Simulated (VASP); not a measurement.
Input of a VASP 6.6.1 run:

The input INCAR:

```
SYSTEM = Ba2Tl5V3O12
  PREC = Accurate
  ENCUT = 520
  EDIFF = 1E-6
  ISMEAR = -1
  SIGMA = 0.05
  LREAL = .False.
  LASPH = .True.
  NELM = 100
  ALGO = Normal
  ISIF = 2
  LWAVE = .False.
  LCHARG = .True.
  ISPIN = 2
  MAGMOM = 0 0 2 2 2 0 0 0 0 0 0 0 0 0 0 0 0 0 0 0 0 0
  LORBIT = 11
  LMAXMIX = 4
  GGA = PE
  LELF = .True.
```

Contents of KPOINTS:

```
regular mesh
0
Gamma
  5 5 2
  0 0 0
```

File POSCAR:

```
Ba2Tl5V3O12
1.0
    6.0437000000      0.0954900000     -0.4538500000
   -2.5758800000      5.5423000000      0.0296100000
   -1.2131500000     -2.0613200000     13.9219600000
Ba V Tl O
2 3 5 12
Direct
    0.8825100000      0.0156100000      0.4732000000
    0.5788600000      0.7968800000      0.8892200000
    0.2693600000      0.1058000000      0.9846800000
    0.1162900000      0.5582000000      0.3391400000
    0.6080700000      0.3069600000      0.6655200000
    0.4836100000      0.2899100000      0.3837300000
    0.0831100000      0.0748500000      0.7486900000
    0.7727900000      0.8939800000      0.1771900000
    0.2979100000      0.6659900000      0.6010700000
    0.9720100000      0.4663600000      0.0474000000
    0.0245800000      0.0564700000      0.0435400000
    0.1636900000      0.8697500000      0.8875400000
    0.3358500000      0.3728900000      0.9381800000
    0.5330800000      0.1024200000      0.0489200000
    0.4267400000      0.6776200000      0.4006300000
    0.9519700000      0.6420200000      0.4121100000
    0.0069600000      0.2404100000      0.3256500000
    0.0837300000      0.6486500000      0.2303200000
    0.8589000000      0.3321400000      0.6165200000
    0.6367300000      0.5816300000      0.7239000000
    0.5634300000      0.0992000000      0.7442300000
    0.3498400000      0.2022600000      0.5686200000
```

Potentials or basis: VASP PAW PBE potentials, release 64 (Ba_sv, V_sv, Tl_d, O).

The run is started by

```bash
$ cat potpaw_PBE.64/Ba_sv/POTCAR potpaw_PBE.64/V_sv/POTCAR potpaw_PBE.64/Tl_d/POTCAR potpaw_PBE.64/O/POTCAR > POTCAR
$ mpirun -np 4 vasp_std > vasp.out
```

Task: What does it give for the largest force?

Result: 0.198 eV/Å.

Task: What does it give for the band gap on the k mesh?

Result: 3.02 eV (least direct gap 3.03 eV).

Task: Estimate the pressure.

Result: 0.5 GPa.

Stress tensor (GPa, compression positive):
```
 0.56 -0.01 -0.05
-0.01  0.55  0.03
-0.05  0.03  0.52
```

Caveat: spin-orbit coupling is left out, which moves the levels of the heavy elements; an odd mesh through Γ misses points on the zone boundary, where band edges can lie.
